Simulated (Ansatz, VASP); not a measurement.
## MgO: VASP beside Ansatz

```xyz
12
Lattice="2.1351 -2.1351 0.0000 2.1351 0.0000 -2.1351 11.1387 11.1387 11.1387" Properties=species:S:1:pos:R:3 pbc="T T T"
Mg    3.2027   -1.0676   -1.0676
Mg    7.4730    7.4730    7.4730
Mg    3.2027    1.0676    1.0676
Mg    7.4730    3.2027    3.2027
Mg    3.2027    3.2027    3.2027
Mg    7.4730    5.3379    5.3379
O     5.3379    1.0676    1.0676
O     1.0676    1.0676    1.0676
O     5.3379    3.2027    3.2027
O     9.6082    5.3379    5.3379
O     9.6082    3.2027    3.2027
O     9.6082    7.4730    7.4730
```

Alike in both runs: task single point; functional PBE; k mesh 9 × 9 × 2; occupations gaussian, width 0.05 eV; no spin polarisation.

|  | VASP | Ansatz |
| --- | --- | --- |
| version | VASP 6.6.1 | Ansatz 0.2.0 |
| potentials or method | VASP PAW PBE potentials, release 64 (Mg, O), cutoff 520 eV | scalar-relativistic, plane waves, PAW |
| valence electrons in the cell | 48 | 96 |

Ansatz gave:

```
gap on the k mesh at the Fermi level (eV)                     : none
pressure (GPa)                                                : -1.2
traceless stress, the component that is largest in VASP (GPa) : -0.21
rms of the force components (eV/Å)                            : 0.371
```

Problem. Estimate VASP's values.

Solution. gap on the k mesh at the Fermi level (eV): none; pressure (GPa): -1.8; traceless stress, the component that is largest in VASP (GPa): -0.21; rms of the force components (eV/Å): 0.367.

Atom by atom the forces differ by 0.007 eV/Å (rms over components). A gap of «none» marks a metal or a gap that the smearing closes. VASP's potentials hold 48 valence electrons a cell and Ansatz's 96, so a difference there can come from the potentials and not from the codes.
